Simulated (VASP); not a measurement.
A run of VASP 6.6.1 is set up as follows.

File INCAR:

```
SYSTEM = Rb
PREC = Accurate
ENCUT = 520
EDIFF = 1E-6
ISMEAR = 0
SIGMA = 0.15
LREAL = .False.
LASPH = .True.
NELM = 100
ALGO = Fast
ISIF = 2
LWAVE = .False.
LCHARG = .False.
NBANDS = 16
```

The input KPOINTS:

```
regular mesh
0
Gamma
  12 12 6
  0 0 0
```

The input POSCAR:

```
Rb
1.0
    2.5381762600     -4.4447189800      0.0000000000
    2.5381762600      4.4447189800      0.0000000000
    0.0000000000      0.0000000000      8.4480028000
Rb
2
Direct
    0.8397112600      0.1602887400      0.7500000000
    0.1602887400      0.8397112600      0.2500000000
```

Potentials or basis: VASP PAW LDA potentials, release 64 (Rb_sv).

Launch:

```console
$ cat potpaw_LDA.64/Rb_sv/POTCAR > POTCAR
$ mpirun -np 1 vasp_std > vasp.out
```

Problem. Estimate the band gap on the k mesh.

Solution. Zero (bands 9 and 10 overlap by 2.40 eV).

Problem. Predict the largest force.

Solution. 0.004 eV/Å.

Forces on the atoms (eV/Å):
```
Rb   0.000  0.004  0.000
Rb   0.000 -0.004  0.000
```
